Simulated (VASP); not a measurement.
# Al5N (P6/mmm) in VASP: a series of runs

Al5N is run at these levels: PBE; tasks: single point, relaxation of cell and atoms.

All numbers are computed with VASP 6.6.1; they aren't measurements. Logs are shortened: lines on timing, memory, paths and dates and some standing lists are left out, and cuts for length are marked.

## 1. The cell of the first run

Symmetry: P6/mmm, No. 191, hexagonal system. The conventional cell has a = 4.589 Å, b = 4.589 Å, c = 5.236 Å, α = 90.00°, β = 90.00°, γ = 120.00°. Within 3.4 Å of Al (site symmetry 3m) lie 8 Al at 2.57 to 2.97 Å and 3 N at 2.94 Å. Al (site symmetry 6/mmm) has 2 N at 2.62 Å and 12 Al at 2.97 Å within 3.5 Å. Within 3.5 Å of N (site symmetry 6/mmm) lie 14 Al at 2.62 to 2.94 Å.

The cell was generated, and may not be a known phase.

## 2. Single point, PBE

INCAR reads:

```
SYSTEM = Al5N
PREC     = Accurate       ! precision mode
ENCUT    = 520            ! plane-wave cutoff, eV
EDIFF    = 1E-6           ! SCF threshold, eV
ISMEAR   = 0              ! smearing method
SIGMA    = 0.1            ! smearing width, eV
LREAL    = .FALSE.        ! projectors in reciprocal space
LASPH    = .TRUE.         ! aspherical terms in the spheres
NELM     = 60             ! most SCF steps
ALGO     = Normal         ! electronic algorithm
ISIF     = 2              ! what is computed and relaxed
LWAVE    = .FALSE.        ! write WAVECAR
LCHARG   = .FALSE.        ! write CHGCAR
GGA      = PE             ! functional
NBANDS   = 19             ! bands
```

KPOINTS reads:

```
Automatic mesh
0
G
  12 12 8
  0 0 0
```

POSCAR reads:

```
Al5N
1.0
    4.5889010603      0.0000000000      0.0000000000
   -2.2944505301      3.9741048936      0.0000000000
    0.0000000000      0.0000000000      5.2361125753
Al N
5 1
Direct
    0.6666666667      0.3333333333      0.7453132286
    0.0000000000      0.0000000000      0.0000000000
    0.6666666667      0.3333333333      0.2546867714
    0.3333333333      0.6666666667      0.2546867714
    0.3333333333      0.6666666667      0.7453132286
    0.0000000000      0.0000000000      0.5000000000
```

Potentials or basis: VASP PAW PBE potentials, release 64 (Al, N).

The run is started by

```sh
$ cat potpaw_PBE.64/Al/POTCAR potpaw_PBE.64/N/POTCAR > POTCAR
$ mpirun -np 1 vasp_std > vasp.out
```

OUTCAR:

```text
SYSTEM = Al5N
   PREC = Accurate
   ENCUT = 520
   EDIFF = 1E-6
   ISMEAR = 0
   LREAL = .FALSE.
   LASPH = .TRUE.
   NELM = 60
   ISIF = 2
   GGA = PE

 ion  position               nearest neighbor table
   1  0.667  0.333  0.745-   3 2.57   5 2.65   5 2.65   5 2.65   3 2.67   2 2.97   2 2.97   2 2.97

   2  0.000  0.000  0.000-   1 2.97   3 2.97   4 2.97   5 2.97   4 2.97   5 2.97   1 2.97   3 2.97
                             1 2.97   3 2.97   4 2.97   5 2.97
   3  0.667  0.333  0.255-   1 2.57   4 2.65   4 2.65   4 2.65   1 2.67   2 2.97   2 2.97   2 2.97

   4  0.333  0.667  0.255-   5 2.57   3 2.65   3 2.65   3 2.65   5 2.67   2 2.97   2 2.97   2 2.97

   5  0.333  0.667  0.745-   4 2.57   1 2.65   1 2.65   1 2.65   4 2.67   2 2.97   2 2.97   2 2.97

   6  0.000  0.000  0.500-

  LATTYP: Found a hexagonal cell.
 ALAT       =     4.5889010603
 C/A-ratio  =     1.1410384548

  Lattice vectors:

 A1 = (   4.5889010603,   0.0000000000,   0.0000000000)
 A2 = (  -2.2944505301,   3.9741048936,   0.0000000000)
 A3 = (   0.0000000000,   0.0000000000,   5.2361125753)

Analysis of symmetry for initial positions (statically):
=====================================================================
 Subroutine PRICEL returns:
 Original cell was already a primitive cell.

 Routine SETGRP: Setting up the symmetry group for a
 hexagonal supercell.

 Subroutine GETGRP returns: Found 24 space group operations
 (whereof 24 operations were pure point group operations)
 out of a pool of 24 trial point group operations.

The static configuration has the point symmetry D_6h.

Analysis of symmetry for dynamics (positions and initial velocities):
=====================================================================
 Subroutine PRICEL returns:
 Original cell was already a primitive cell.

 Routine SETGRP: Setting up the symmetry group for a
 hexagonal supercell.

 Subroutine GETGRP returns: Found 24 space group operations
 (whereof 24 operations were pure point group operations)
 out of a pool of 24 trial point group operations.

The dynamic configuration has the point symmetry D_6h.

 Subroutine INISYM returns: Found 24 space group operations
 (whereof 24 operations are pure point group operations),
 and found     1 'primitive' translations

----------------------------------------------------------------------------------------

                                     Primitive cell

  volume of cell :      95.4898

  direct lattice vectors                    reciprocal lattice vectors
     4.588901060  0.000000000  0.000000000     0.217917098  0.125814495  0.000000000
    -2.294450530  3.974104894  0.000000000     0.000000000  0.251628990  0.000000000
     0.000000000  0.000000000  5.236112575     0.000000000  0.000000000  0.190981379

  length of vectors
     4.588901060  4.588901060  5.236112575     0.251628990  0.251628990  0.190981379

  position of ions in fractional coordinates (direct lattice)
     0.666666667  0.333333333  0.745313229
     0.000000000  0.000000000  0.000000000
     0.666666667  0.333333333  0.254686771
     0.333333333  0.666666667  0.254686771
     0.333333333  0.666666667  0.745313229
     0.000000000  0.000000000  0.500000000

  ion indices of the primitive-cell ions
   primitive index   ion index
                 1           1
                 2           2
                 3           3
                 4           4
                 5           5
                 6           6

----------------------------------------------------------------------------------------

 KPOINTS: Automatic mesh

Automatic generation of k-mesh.
 Grid dimensions read from file:
 generate k-points for:   12   12    8

 Generating k-lattice:

  Cartesian coordinates                     Fractional coordinates (reciprocal lattice)
     0.018159758  0.010484541  0.000000000     0.083333333  0.000000000  0.000000000
     0.000000000  0.020969082  0.000000000     0.000000000  0.083333333  0.000000000
     0.000000000  0.000000000  0.023872672     0.000000000  0.000000000  0.125000000

  Length of vectors
     0.020969082  0.020969082  0.023872672

  Shift w.r.t. Gamma in fractional coordinates (k-lattice)
     0.000000000  0.000000000  0.000000000

 Subroutine IBZKPT returns following result:
 ===========================================

 Found     95 irreducible k-points:

 Following reciprocal coordinates:
            Coordinates               Weight
  0.000000  0.000000  0.000000      1.000000
  0.083333  0.000000  0.000000      6.000000
  0.166667  0.000000  0.000000      6.000000
  0.250000  0.000000  0.000000      6.000000
  0.333333  0.000000  0.000000      6.000000
  0.416667  0.000000  0.000000      6.000000
[... 16 lines left out ...]
  0.250000  0.000000  0.125000     12.000000
  0.333333  0.000000  0.125000     12.000000
 [... further k-points ...]
   k-points           NKPTS =     95   k-points in BZ     NKDIM =     95   number of bands    NBANDS=     19
   number of dos      NEDOS =    301   number of ions     NIONS =      6
   total plane-waves  NPLWV =  51840
   dimension x,y,z NGX =    36 NGY =   36 NGZ =   40
   dimension x,y,z NGXF=    72 NGYF=   72 NGZF=   80
   ions per type =               5   1
   NGX,Y,Z   is equivalent  to a cutoff of  13.04, 13.04, 12.70 a.u.
   NGXF,Y,Z  is equivalent  to a cutoff of  26.08, 26.08, 25.40 a.u.
 SYSTEM =  Al5N
   PREC   = accura    normal or accurate (medium, high low for compatibility)
   ISTART =      0    job   : 0-new  1-cont  2-samecut
   ICHARG =      2    charge: 1-file 2-atom 10-const
   ISPIN  =      1    spin polarized calculation?
   LNONCOLLINEAR =      F non collinear calculations
   LSORBIT =      F    spin-orbit coupling
   LASPH  =      T    aspherical Exc in radial PAW
   ENCUT  =  520.0 eV  38.22 Ry    6.18 a.u.   8.53  8.53  9.74*2*pi/ulx,y,z
   NELM   =     60;   NELMIN=  2; NELMDL= -5     # of ELM steps
   EDIFF  = 0.1E-05   stopping-criterion for ELM
   LREAL  =      F    real-space projection
   EDIFFG = 0.1E-04   stopping-criterion for IOM
   NSW    =      0    number of steps for IOM
   IBRION =     -1    ionic relax: 0-MD 1-quasi-New 2-CG
   NFREE  =      0    steps in history (QN), initial steepest desc. (CG)
   ISIF   =      2    stress and relaxation
   ISYM   =      2    0-nonsym 1-usesym 2-fastsym
   POTIM  = 0.5000    time-step for ionic-motion
   TEBEG  =    0.0;   TEEND  =   0.0 temperature during run
   PSTRESS=    0.0 pullay stress
   NELECT =      20.0000    total number of electrons
   NUPDOWN=      -1.0000    fix difference up-down
   EMIN   =  10.00;   EMAX   =-10.00  energy-range for DOS
   EFERMI =   0.00;   METHOD = LEGACY
   ISMEAR =     0;   SIGMA  =   0.10  broadening in eV -4-tet -1-fermi 0-gaus
   EFERMI_NEDOS =   21; number of points for ismear=-14 and -15
   IALGO  =     38    algorithm
   IMIX   =      4    mixing-type and parameters
     AMIX     =   0.40;   BMIX     =  1.00
     AMIX_MAG =   1.60;   BMIX_MAG =  1.00
  volume/ion in A,a.u.               =      15.91       107.40
  Fermi-wavevector in a.u.,A,eV,Ry     =   0.972223  1.837235 12.860462  0.945217
  Thomas-Fermi vector in A             =   2.102504
   LORBIT       =      0    0 simple, 1 ext, 2 COOP (PROOUT), +10 PAW based schemes
   GGA     = PE    functional components
   LHFCALC =     F    Hartree Fock is set to
   AEXX    =    0.0000 exact exchange contribution
   IVDW    =     0    specifies the selected vdW correction
   LEPSILON=     F    determine dielectric tensor
   LRPA    =     F    only Hartree local field effects (RPA)
 non-spin polarized calculation
 Gauss-broadening in eV      SIGMA  =   0.10
  energy-cutoff  :      520.00
  volume of cell :       95.49
 maximum number of plane-waves:      2605
 NGX is ok and might be reduce to    36
   NGX = 17   NGY = 17   NGZ = 19

 number of electron      19.9999998 magnetization

 Free energy of the ion-electron system (eV)
  ---------------------------------------------------
  ext. energy  EPLUGINS =         0.00000000
  ---------------------------------------------------
  free energy    TOTEN  =       -22.56727688 eV

  energy without entropy =      -22.54795012  energy(sigma->0) =      -22.55761350

 E-fermi :   6.9607     XC(G=0): -10.1375

 val. band max:        6.9557872523   @ k =   0.0000   0.0000   0.3750
 cond. band min:       6.9629986113   @ k =   0.4167   0.1667   0.3750
 fundamental gap:      0.0072113590
 Fermi energy:         6.9607232951

 k-point     1 :       0.0000    0.0000    0.0000
  band No.  band energies     occupation
      1      -6.4970      2.00000
      2      -2.2474      2.00000
      3       1.0818      2.00000
      4       2.6641      2.00000
      5       4.0372      2.00000
      6       4.0372      2.00000
[... 11 lines left out ...]
     18      10.7509      0.00000
     19      11.0707      0.00000

 k-point     2 :       0.0833    0.0000    0.0000
  band No.  band energies     occupation
      1      -6.4734      2.00000
      2      -2.2239      2.00000
      3       1.1406      2.00000
      4       2.5197      2.00000
      5       3.7456      2.00000
      6       3.7736      2.00000
[... 11 lines left out ...]
     18      11.0798      0.00000
     19      11.1833      0.00000

 k-point     3 :       0.1667    0.0000    0.0000
  band No.  band energies     occupation
      1      -6.4075      2.00000
      2      -2.1540      2.00000
      3       1.3157      2.00000
      4       2.0944      2.00000
      5       3.1010      2.00000
      6       3.3578      2.00000
[... 11 lines left out ...]
     18      11.4779      0.00000
     19      11.8183      0.00000

 k-point     4 :       0.2500    0.0000    0.0000
  band No.  band energies     occupation
      1      -6.3135      2.00000
      2      -2.0406      2.00000
      3       1.4139      2.00000
      4       1.6023      2.00000
      5       2.8064      2.00000
      6       2.9967      2.00000
[... 11 lines left out ...]
     18      11.8477      0.00000
     19      12.7590      0.00000

 k-point     5 :       0.3333    0.0000    0.0000
  band No.  band energies     occupation
      1      -6.2144      2.00000
      2      -1.8919      2.00000
      3       0.7276      2.00000
      4       1.9881      2.00000
      5       2.7288      2.00000
      6       2.7915      2.00000
[... 11 lines left out ...]
     18      12.7373      0.00000
     19      12.9232      0.00000
[... 334 lines left out ...]
      2      -2.2818      2.00000
      3       0.8570      2.00000
      4       2.9976      2.00000
      5       3.8214      2.00000
      6       3.8320      2.00000
[... 11 lines left out ...]
     18      11.0863      0.00000
     19      11.9035      0.00000

 k-point    22 :       0.1667    0.0000    0.1250
  band No.  band energies     occupation
      1      -6.3868      2.00000
      2      -2.1919      2.00000
      3       0.9023      2.00000
      4       2.5517      2.00000
      5       3.3005      2.00000
      6       3.4231      2.00000
[... 11 lines left out ...]
     18      11.4334      0.00000
     19      12.3338      0.00000

 k-point    23 :       0.2500    0.0000    0.1250
  band No.  band energies     occupation
      1      -6.2958      2.00000
      2      -2.0483      2.00000
      3       0.8886      2.00000
      4       1.9323      2.00000
      5       3.0653      2.00000
      6       3.1818      2.00000
[... 11 lines left out ...]
     18      11.7688      0.00000
     19      13.0275      0.00000

 k-point    24 :       0.3333    0.0000    0.1250
  band No.  band energies     occupation
      1      -6.2000      2.00000
      2      -1.8637      2.00000
      3       0.5818      2.00000
      4       1.7389      2.00000
      5       2.7990      2.00000
      6       3.1834      2.00000
[... 11 lines left out ...]
     18      12.8836      0.00000
     19      13.1122      0.00000

 [... further k-points ...]
[... 5 lines left out ...]
  --------------------------------------------------------------------------------------
  -------------------------------------------------------------------------------------
  Total       -0.0068111     -0.0068111     -0.0332251     -0.0000000     -0.0000000     -0.0000000
  in kB       -0.1142805     -0.1142805     -0.5574679     -0.0000000     -0.0000000     -0.0000000
  external PRESSURE =      -0.2620096 kB  Pullay stress =       0.0000000 kB

 VOLUME and BASIS-vectors are now :
 -----------------------------------------------------------------------------
  energy-cutoff  :      520.00
  volume of cell :       95.49
      direct lattice vectors                 reciprocal lattice vectors
     4.588901060  0.000000000  0.000000000     0.217917098  0.125814495  0.000000000
    -2.294450530  3.974104894  0.000000000     0.000000000  0.251628990  0.000000000
     0.000000000  0.000000000  5.236112575     0.000000000  0.000000000  0.190981379

 POSITION                                       TOTAL-FORCE (eV/Angst)
 -----------------------------------------------------------------------------------
      2.29445      1.32470      3.90254         0.000000      0.000000     -0.000933
      0.00000      0.00000      0.00000        -0.000000     -0.000000      0.000000
      2.29445      1.32470      1.33357         0.000000      0.000000      0.000933
     -0.00000      2.64940      1.33357        -0.000000     -0.000000      0.000933
     -0.00000      2.64940      3.90254         0.000000      0.000000     -0.000933
      0.00000      0.00000      2.61806        -0.000000     -0.000000      0.000000
 -----------------------------------------------------------------------------------
    total drift:                                0.000000      0.000000     -0.000000

  FREE ENERGIE OF THE ION-ELECTRON SYSTEM (eV)
  ---------------------------------------------------
  free  energy   TOTEN  =       -22.5672768776 eV

  energy  without entropy=      -22.5479501235  energy(sigma->0) =      -22.55761350
```

Run time: 2.4 min. Hardware: 1 thread of Intel Xeon Platinum 8259CL at 2.50GHz (Skylake/Cascade Lake), shared host; peak memory 0.3 GiB.

Results:

```yaml
Free_energy: -22.5673 eV
Pressure: 0.0 GPa
Band_gap_on_the_k_mesh: zero (bands 10 and 11 overlap by 1.46 eV)
```

Levels at points of the mesh, in eV from the Fermi level:
| k point | band 8 | band 9 | band 10 | band 11 | band 12 | band 13 |
| --- | --- | --- | --- | --- | --- | --- |
| (0.00, 0.00, 0.00) | -1.99 | -1.54 | -0.37 | 0.75 | 0.75 | 1.49 |
| (0.50, 0.00, 0.00) | -3.15 | -0.74 | -0.72 | 0.07 | 0.68 | 0.74 |
| (0.00, 0.00, 0.50) | -1.02 | -0.60 | -0.60 | -0.47 | -0.47 | -0.43 |
| (0.50, 0.00, 0.50) | -2.98 | -0.04 | 0.27 | 0.70 | 1.53 | 2.64 |

[end of part 1 of 2]
